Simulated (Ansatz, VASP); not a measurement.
# Two plane-wave programs on Sb

```
Sb
1.0
     0.00000    2.37124    2.37124
     2.37124    0.00000    2.37124
     2.37124    2.37124    0.00000
Sb
1
Direct
  0.00000 0.00000 0.00000
```

Alike in both runs: task single point; functional HF; k mesh 5 × 5 × 5; occupations fermi-dirac, width 0.05 eV; no spin polarisation.

```csv
,VASP,Ansatz
version,VASP 6.6.1,Ansatz 0.2.0
potentials or method,"VASP PAW PBE potentials, release 64 (Sb)",Ansatz PAW
plane-wave cutoff (eV),520,420
valence electrons in the cell,5,15
```

|  | VASP | Ansatz | Ansatz less VASP |
| --- | --- | --- | --- |
| gap on the k mesh at the Fermi level (eV) | none | none | - |
| pressure (GPa) | -17.6 | 5.7 | +23.30 |

VASP's potentials were made for PBE, not for HF. A gap of «none» marks a metal or a gap that the smearing closes. One of these differences is far larger than is usual between the two programs; its cause wasn't traced. VASP's potentials hold 5 valence electrons a cell and Ansatz's 15, so a difference there can come from the potentials and not from the codes.

The k mesh is coarse, so the values compare programs but aren't converged. Neither program's run includes spin-orbit coupling.
